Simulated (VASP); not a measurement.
# KBr (Fm-3m) in VASP: a series of runs

Runs on KBr. Level: PBE. Tasks: single point.

All numbers are computed with VASP 6.6.1; they aren't measurements. Logs are shortened: lines on timing, memory, paths and dates and some standing lists are left out, and cuts for length are marked.

## (1) The cell of the first run

It takes space group Fm-3m (No. 225, cubic). Conventional cell: a = 6.425 Å, b = 6.425 Å, c = 6.425 Å, α = 90.00°, β = 90.00°, γ = 90.00°. Within 4.2 Å of K (site symmetry m-3m) lie 6 Br at 3.21 Å. Within 4.2 Å of Br (site symmetry m-3m) lie 6 K at 3.21 Å.

## (2) Single point, PBE (33.16 Å³/atom)

File INCAR:

```
SYSTEM = KBr
PREC = Accurate ; ENCUT = 520
EDIFF = 1E-6 ; ISMEAR = 0
SIGMA = 0.02 ; LREAL = .False.
LASPH = .True. ; NELM = 80
ALGO = Normal ; ISIF = 2
LWAVE = .False. ; LCHARG = .False.
GGA = PE ; NBANDS = 15
```

File KPOINTS:

```
regular mesh
0
Gamma
  6 6 6
  0 0 0
```

File POSCAR:

```
KBr
1.0
    0.0000000000      3.2126931069      3.2126931069
    3.2126931069      0.0000000000      3.2126931069
    3.2126931069      3.2126931069      0.0000000000
K Br
1 1
Direct
    0.5000000000      0.5000000000      0.5000000000
    0.0000000000      0.0000000000      0.0000000000
```

Potentials or basis: VASP PAW PBE potentials, release 64 (K_sv, Br).

Launch:

```bash
cat potpaw_PBE.64/K_sv/POTCAR potpaw_PBE.64/Br/POTCAR > POTCAR
mpirun -np 1 vasp_std > vasp.out
```

OUTCAR:

```text
SYSTEM = KBr
   PREC = Accurate
   ENCUT = 520
   EDIFF = 1E-6
   ISMEAR = 0
   LREAL = .False.
   LASPH = .True.
   NELM = 80
   ISIF = 2
   GGA = PE

 ion  position               nearest neighbor table
   1  0.500  0.500  0.500-   2 3.21   2 3.21   2 3.21   2 3.21   2 3.21   2 3.21
   2  0.000  0.000  0.000-   1 3.21   1 3.21   1 3.21   1 3.21   1 3.21   1 3.21

  LATTYP: Found a face centered cubic cell.
 ALAT       =     6.4253862138

  Lattice vectors:

 A1 = (   0.0000000000,   3.2126931069,   3.2126931069)
 A2 = (   3.2126931069,   0.0000000000,   3.2126931069)
 A3 = (   3.2126931069,   3.2126931069,   0.0000000000)

Analysis of symmetry for initial positions (statically):
=====================================================================
 Subroutine PRICEL returns:
 Original cell was already a primitive cell.

 Routine SETGRP: Setting up the symmetry group for a
 face centered cubic supercell.

 Subroutine GETGRP returns: Found 48 space group operations
 (whereof 48 operations were pure point group operations)
 out of a pool of 48 trial point group operations.

The static configuration has the point symmetry O_h .

Analysis of symmetry for dynamics (positions and initial velocities):
=====================================================================
 Subroutine PRICEL returns:
 Original cell was already a primitive cell.

 Routine SETGRP: Setting up the symmetry group for a
 face centered cubic supercell.

 Subroutine GETGRP returns: Found 48 space group operations
 (whereof 48 operations were pure point group operations)
 out of a pool of 48 trial point group operations.

The dynamic configuration has the point symmetry O_h .

 Subroutine INISYM returns: Found 48 space group operations
 (whereof 48 operations are pure point group operations),
 and found     1 'primitive' translations

----------------------------------------------------------------------------------------

                                     Primitive cell

  volume of cell :      66.3190

  direct lattice vectors                    reciprocal lattice vectors
     0.000000000  3.212693107  3.212693107    -0.155632668  0.155632668  0.155632668
     3.212693107  0.000000000  3.212693107     0.155632668 -0.155632668  0.155632668
     3.212693107  3.212693107  0.000000000     0.155632668  0.155632668 -0.155632668

  length of vectors
     4.543434164  4.543434164  4.543434164     0.269563688  0.269563688  0.269563688

  position of ions in fractional coordinates (direct lattice)
     0.500000000  0.500000000  0.500000000
     0.000000000  0.000000000  0.000000000

  ion indices of the primitive-cell ions
   primitive index   ion index
                 1           1
                 2           2

----------------------------------------------------------------------------------------

 KPOINTS: regular mesh

Automatic generation of k-mesh.
 Grid dimensions read from file:
 generate k-points for:    6    6    6

 Generating k-lattice:

  Cartesian coordinates                     Fractional coordinates (reciprocal lattice)
    -0.025938778  0.025938778  0.025938778     0.166666667  0.000000000  0.000000000
     0.025938778 -0.025938778  0.025938778     0.000000000  0.166666667  0.000000000
     0.025938778  0.025938778 -0.025938778     0.000000000  0.000000000  0.166666667

  Length of vectors
     0.044927281  0.044927281  0.044927281

  Shift w.r.t. Gamma in fractional coordinates (k-lattice)
     0.000000000  0.000000000  0.000000000

 Subroutine IBZKPT returns following result:
 ===========================================

 Found     16 irreducible k-points:

 Following reciprocal coordinates:
            Coordinates               Weight
  0.000000  0.000000  0.000000      1.000000
  0.166667  0.000000  0.000000      8.000000
  0.333333  0.000000  0.000000      8.000000
  0.500000  0.000000  0.000000      4.000000
  0.166667  0.166667  0.000000      6.000000
  0.333333  0.166667  0.000000     24.000000
[... 8 lines left out ...]
 -0.333333  0.333333  0.166667     24.000000
 -0.333333  0.500000  0.166667     12.000000
   k-points           NKPTS =     16   k-points in BZ     NKDIM =     16   number of bands    NBANDS=     15
   number of dos      NEDOS =    301   number of ions     NIONS =      2
   total plane-waves  NPLWV =  46656
   dimension x,y,z NGX =    36 NGY =   36 NGZ =   36
   dimension x,y,z NGXF=    72 NGYF=   72 NGZF=   72
   ions per type =               1   1
   NGX,Y,Z   is equivalent  to a cutoff of  13.17, 13.17, 13.17 a.u.
   NGXF,Y,Z  is equivalent  to a cutoff of  26.35, 26.35, 26.35 a.u.
 SYSTEM =  KBr
   PREC   = accura    normal or accurate (medium, high low for compatibility)
   ISTART =      0    job   : 0-new  1-cont  2-samecut
   ICHARG =      2    charge: 1-file 2-atom 10-const
   ISPIN  =      1    spin polarized calculation?
   LNONCOLLINEAR =      F non collinear calculations
   LSORBIT =      F    spin-orbit coupling
   LASPH  =      T    aspherical Exc in radial PAW
   ENCUT  =  520.0 eV  38.22 Ry    6.18 a.u.   8.45  8.45  8.45*2*pi/ulx,y,z
   NELM   =     80;   NELMIN=  2; NELMDL= -5     # of ELM steps
   EDIFF  = 0.1E-05   stopping-criterion for ELM
   LREAL  =      F    real-space projection
   EDIFFG = 0.1E-04   stopping-criterion for IOM
   NSW    =      0    number of steps for IOM
   IBRION =     -1    ionic relax: 0-MD 1-quasi-New 2-CG
   NFREE  =      0    steps in history (QN), initial steepest desc. (CG)
   ISIF   =      2    stress and relaxation
   ISYM   =      2    0-nonsym 1-usesym 2-fastsym
   POTIM  = 0.5000    time-step for ionic-motion
   TEBEG  =    0.0;   TEEND  =   0.0 temperature during run
   PSTRESS=    0.0 pullay stress
   NELECT =      16.0000    total number of electrons
   NUPDOWN=      -1.0000    fix difference up-down
   EMIN   =  10.00;   EMAX   =-10.00  energy-range for DOS
   EFERMI =   0.00;   METHOD = LEGACY
   ISMEAR =     0;   SIGMA  =   0.02  broadening in eV -4-tet -1-fermi 0-gaus
   EFERMI_NEDOS =   21; number of points for ismear=-14 and -15
   IALGO  =     38    algorithm
   IMIX   =      4    mixing-type and parameters
     AMIX     =   0.40;   BMIX     =  1.00
     AMIX_MAG =   1.60;   BMIX_MAG =  1.00
  volume/ion in A,a.u.               =      33.16       223.77
  Fermi-wavevector in a.u.,A,eV,Ry     =   1.019144  1.925903 14.131754  1.038655
  Thomas-Fermi vector in A             =   2.152641
   LORBIT       =      0    0 simple, 1 ext, 2 COOP (PROOUT), +10 PAW based schemes
   GGA     = PE    functional components
   LHFCALC =     F    Hartree Fock is set to
   AEXX    =    0.0000 exact exchange contribution
   IVDW    =     0    specifies the selected vdW correction
   LEPSILON=     F    determine dielectric tensor
   LRPA    =     F    only Hartree local field effects (RPA)
 non-spin polarized calculation
 Gauss-broadening in eV      SIGMA  =   0.02
  energy-cutoff  :      520.00
  volume of cell :       66.32
 maximum number of plane-waves:      1820
 NGX is ok and might be reduce to    36
   NGX = 17   NGY = 17   NGZ = 17

 number of electron      16.0000002 magnetization

 Free energy of the ion-electron system (eV)
  ---------------------------------------------------
  ext. energy  EPLUGINS =         0.00000000
  ---------------------------------------------------
  free energy    TOTEN  =        -6.16183045 eV

  energy without entropy =       -6.16183045  energy(sigma->0) =       -6.16183045

 E-fermi :  -1.1992     XC(G=0):  -7.6980

 val. band max:       -1.4004011580   @ k =   0.0000   0.0000   0.0000
 cond. band min:       3.2604651910   @ k =   0.0000   0.0000   0.0000
 fundamental gap:      4.6608663490
 Fermi energy:        -1.1992176281

 k-point     1 :       0.0000    0.0000    0.0000
  band No.  band energies     occupation
      1     -29.0197      2.00000
      2     -13.7995      2.00000
      3     -12.5038      2.00000
      4     -12.5038      2.00000
      5     -12.5038      2.00000
      6      -1.4004      2.00000
      7      -1.4004      2.00000
      8      -1.4004      2.00000
      9       3.2605      0.00000
     10       6.2074      0.00000
     11       6.2074      0.00000
     12       6.2074      0.00000
     13       7.0833      0.00000
     14       7.0833      0.00000
     15      10.4016      0.00000

 k-point     2 :       0.1667    0.0000    0.0000
  band No.  band energies     occupation
      1     -29.0175      2.00000
      2     -13.8580      2.00000
      3     -12.5055      2.00000
      4     -12.5055      2.00000
      5     -12.4226      2.00000
      6      -1.8207      2.00000
      7      -1.5092      2.00000
      8      -1.5092      2.00000
      9       3.9667      0.00000
     10       6.0886      0.00000
     11       6.5589      0.00000
     12       6.5589      0.00000
     13       7.4930      0.00000
     14       7.4930      0.00000
     15      11.3726      0.00000

 k-point     3 :       0.3333    0.0000    0.0000
  band No.  band energies     occupation
      1     -29.0132      2.00000
      2     -13.9593      2.00000
      3     -12.5088      2.00000
      4     -12.5088      2.00000
      5     -12.2748      2.00000
      6      -2.4743      2.00000
      7      -1.7111      2.00000
      8      -1.7111      2.00000
      9       5.0335      0.00000
     10       6.5183      0.00000
     11       7.5021      0.00000
     12       7.5021      0.00000
     13       8.5210      0.00000
     14       8.5210      0.00000
     15      10.5555      0.00000

 k-point     4 :       0.5000    0.0000    0.0000
  band No.  band energies     occupation
      1     -29.0110      2.00000
      2     -14.0041      2.00000
      3     -12.5104      2.00000
      4     -12.5104      2.00000
      5     -12.2059      2.00000
      6      -2.7476      2.00000
      7      -1.8055      2.00000
      8      -1.8055      2.00000
      9       5.3598      0.00000
     10       7.1266      0.00000
     11       8.5738      0.00000
     12       8.5738      0.00000
     13       8.9299      0.00000
     14       8.9299      0.00000
     15      10.1057      0.00000
[... 163 lines left out ...]
 k-point    14 :       0.5000    0.3333    0.1667
  band No.  band energies     occupation
      1     -29.0105      2.00000
      2     -13.8670      2.00000
      3     -12.5583      2.00000
      4     -12.5328      2.00000
      5     -12.3590      2.00000
      6      -2.3857      2.00000
      7      -1.8210      2.00000
      8      -1.8059      2.00000
      9       5.4399      0.00000
     10       5.9815      0.00000
     11       7.6770      0.00000
     12       8.5062      0.00000
     13       8.6497      0.00000
     14       8.8414      0.00000
     15       9.9755      0.00000

 k-point    15 :      -0.3333    0.3333    0.1667
  band No.  band energies     occupation
      1     -29.0091      2.00000
      2     -13.8519      2.00000
      3     -12.5717      2.00000
      4     -12.5536      2.00000
      5     -12.3535      2.00000
      6      -2.3396      2.00000
      7      -1.9968      2.00000
      8      -1.8624      2.00000
      9       5.9283      0.00000
     10       6.2950      0.00000
     11       7.4933      0.00000
     12       8.0556      0.00000
     13       9.1777      0.00000
     14       9.5665      0.00000
     15      10.0521      0.00000

 k-point    16 :      -0.3333    0.5000    0.1667
  band No.  band energies     occupation
      1     -29.0084      2.00000
      2     -13.7652      2.00000
      3     -12.6109      2.00000
      4     -12.5726      2.00000
      5     -12.4278      2.00000
      6      -2.1855      2.00000
      7      -1.9518      2.00000
      8      -1.9000      2.00000
      9       5.1778      0.00000
     10       6.8521      0.00000
     11       7.0971      0.00000
     12       8.1526      0.00000
     13       8.8295      0.00000
     14       9.6568      0.00000
     15      10.3279      0.00000

------------------------ aborting loop because EDIFF is reached ----------------------------------------

  FORCE on cell =-STRESS in cart. coord.  units (eV):
  Direction    XX          YY          ZZ          XY          YZ          ZX
  --------------------------------------------------------------------------------------
  -------------------------------------------------------------------------------------
  Total        0.9965596      0.9965596      0.9965596      0.0000000      0.0000000     -0.0000000
  in kB       24.0755461     24.0755461     24.0755461      0.0000000      0.0000000     -0.0000000
  external PRESSURE =      24.0755461 kB  Pullay stress =       0.0000000 kB

 VOLUME and BASIS-vectors are now :
 -----------------------------------------------------------------------------
  energy-cutoff  :      520.00
  volume of cell :       66.32
      direct lattice vectors                 reciprocal lattice vectors
     0.000000000  3.212693107  3.212693107    -0.155632668  0.155632668  0.155632668
     3.212693107  0.000000000  3.212693107     0.155632668 -0.155632668  0.155632668
     3.212693107  3.212693107  0.000000000     0.155632668  0.155632668 -0.155632668

 POSITION                                       TOTAL-FORCE (eV/Angst)
 -----------------------------------------------------------------------------------
      3.21269      3.21269      3.21269         0.000000      0.000000      0.000000
      0.00000      0.00000      0.00000        -0.000000     -0.000000     -0.000000
 -----------------------------------------------------------------------------------
    total drift:                                0.000000      0.000000      0.000000

  FREE ENERGIE OF THE ION-ELECTRON SYSTEM (eV)
  ---------------------------------------------------
  free  energy   TOTEN  =        -6.1618304542 eV

  energy  without entropy=       -6.1618304542  energy(sigma->0) =       -6.16183045
```

Run time: 24 s. Hardware: 1 thread of Intel Xeon 8259CL, shared host; peak memory 0.2 GiB.

Results:

```yaml
Free_energy: -6.1618 eV
Pressure: 2.4 GPa
Band_gap_on_the_k_mesh: 4.66 eV
```

Levels at points of the mesh, in eV from the valence-band top:
```csv
k point,band 6,band 7,band 8,band 9,band 10,band 11
"(0.00, 0.00, 0.00)",0.00,0.00,0.00,4.66,7.61,7.61
"(0.50, 0.00, 0.00)",-1.35,-0.41,-0.41,6.76,8.53,9.97
"(0.50, 0.50, 0.00)",-0.90,-0.31,-0.31,5.76,7.50,9.49
```

## (3) Single point, PBE (34.29 Å³/atom)

This run uses another cell than the first one, of 34.29 Å³/atom.

File INCAR:

```
PREC = Accurate
ENCUT = 520
EDIFF = 1E-6
ISMEAR = 0
SIGMA = 0.02
LREAL = F
LASPH = T
NELM = 100
ALGO = Normal
ISIF = 2
LWAVE = F
LCHARG = F
GGA = PE
NBANDS = 15
```

File KPOINTS:

```
Automatic mesh
0
Gamma
  6 6 6
```

File POSCAR:

```
KBr
1.0
    0.0000000000      3.2487938039      3.2487938039
    3.2487938039      0.0000000000      3.2487938039
    3.2487938039      3.2487938039      0.0000000000
K Br
1 1
Direct
    0.5000000000      0.5000000000      0.5000000000
    0.0000000000      0.0000000000      0.0000000000
```

Potentials or basis: VASP PAW PBE potentials, release 64 (K_sv, Br).

Launch:

```bash
cat potpaw_PBE.64/K_sv/POTCAR potpaw_PBE.64/Br/POTCAR > POTCAR
mpirun -np 1 vasp_std > vasp.out
```

OUTCAR:

```text
PREC = Accurate
   ENCUT = 520
   EDIFF = 1E-6
   ISMEAR = 0
   LREAL = F
   LASPH = T
   NELM = 100
   ISIF = 2
   GGA = PE

 ion  position               nearest neighbor table
   1  0.500  0.500  0.500-   2 3.25   2 3.25   2 3.25   2 3.25   2 3.25   2 3.25
   2  0.000  0.000  0.000-   1 3.25   1 3.25   1 3.25   1 3.25   1 3.25   1 3.25

  LATTYP: Found a face centered cubic cell.
 ALAT       =     6.4975876078

  Lattice vectors:
[... 463 lines left out ...]
     14       9.4010      0.00000
     15      10.0091      0.00000

------------------------ aborting loop because EDIFF is reached ----------------------------------------

  FORCE on cell =-STRESS in cart. coord.  units (eV):
  Direction    XX          YY          ZZ          XY          YZ          ZX
  --------------------------------------------------------------------------------------
  -------------------------------------------------------------------------------------
  Total        0.7038385      0.7038385      0.7038385     -0.0000000     -0.0000000     -0.0000000
  in kB       16.4432317     16.4432317     16.4432317     -0.0000000     -0.0000000     -0.0000000
  external PRESSURE =      16.4432317 kB  Pullay stress =       0.0000000 kB

 VOLUME and BASIS-vectors are now :
 -----------------------------------------------------------------------------
  energy-cutoff  :      520.00
  volume of cell :       68.58
      direct lattice vectors                 reciprocal lattice vectors
     0.000000000  3.248793804  3.248793804    -0.153903273  0.153903273  0.153903273
     3.248793804  0.000000000  3.248793804     0.153903273 -0.153903273  0.153903273
     3.248793804  3.248793804  0.000000000     0.153903273  0.153903273 -0.153903273

 POSITION                                       TOTAL-FORCE (eV/Angst)
 -----------------------------------------------------------------------------------
      3.24879      3.24879      3.24879        -0.000000     -0.000000     -0.000000
      0.00000      0.00000      0.00000         0.000000      0.000000      0.000000
 -----------------------------------------------------------------------------------
    total drift:                                0.000000      0.000000      0.000000

  FREE ENERGIE OF THE ION-ELECTRON SYSTEM (eV)
  ---------------------------------------------------
  free  energy   TOTEN  =        -6.1904797380 eV

  energy  without entropy=       -6.1904797380  energy(sigma->0) =       -6.19047974
```

It took 34 s on 1 thread of Intel Xeon 8259CL, shared host; peak memory 0.2 GiB.

What came out:

| Property | Result |
| --- | --- |
| Free energy | -6.1905 eV |
| Pressure | 1.6 GPa |
| Band gap on the k mesh | 4.56 eV |

## (4) Single point, PBE (36.55 Å³/atom)

This run uses another cell than the first one, of 36.55 Å³/atom.

File INCAR:

```
SYSTEM = KBr
PREC = Accurate ; ENCUT = 520
EDIFF = 1E-6 ; ISMEAR = 0
SIGMA = 0.02 ; LREAL = .FALSE.
LASPH = .TRUE. ; NELM = 80
ALGO = Normal ; ISIF = 2
LWAVE = .FALSE. ; LCHARG = .TRUE.
GGA = PE ; LELF = .TRUE.
LVHAR = .TRUE. ; NBANDS = 15
```

File KPOINTS:

```
regular mesh
0
G
  6 6 6
  0 0 0
```

File POSCAR:

```
KBr
1.0
    0.0000000000      3.3186816615      3.3186816615
    3.3186816615      0.0000000000      3.3186816615
    3.3186816615      3.3186816615      0.0000000000
K Br
1 1
Direct
    0.5000000000      0.5000000000      0.5000000000
    0.0000000000      0.0000000000      0.0000000000
```

Launch:

```bash
cat potpaw_PBE.64/K_sv/POTCAR potpaw_PBE.64/Br/POTCAR > POTCAR
mpirun -np 1 vasp_std > vasp.out
```

Run time: 46 s. Hardware: 1 thread of Intel Xeon 8259CL, shared host; peak memory 0.21 GiB.

The run converged. Its results:

| Property | Result |
| --- | --- |
| Free energy | -6.2199 eV |
| Pressure | 0.5 GPa |
| Band gap on the k mesh | 4.39 eV |

Levels at points of the mesh, in eV from the valence-band top:
```csv
k point,band 4,band 5,band 6,band 7,band 8,band 9,band 10,band 11,band 12,band 13
"(0.00, 0.00, 0.00)",-11.29,-11.29,0.00,0.00,0.00,4.39,7.60,7.60,7.60,8.41
"(0.50, 0.00, 0.00)",-11.30,-11.05,-1.15,-0.32,-0.32,6.55,8.17,9.72,9.72,10.02
"(0.50, 0.50, 0.00)",-11.33,-11.33,-0.80,-0.28,-0.28,5.88,7.14,9.34,9.42,9.61
```

(Part 1 of 2 ends here.)
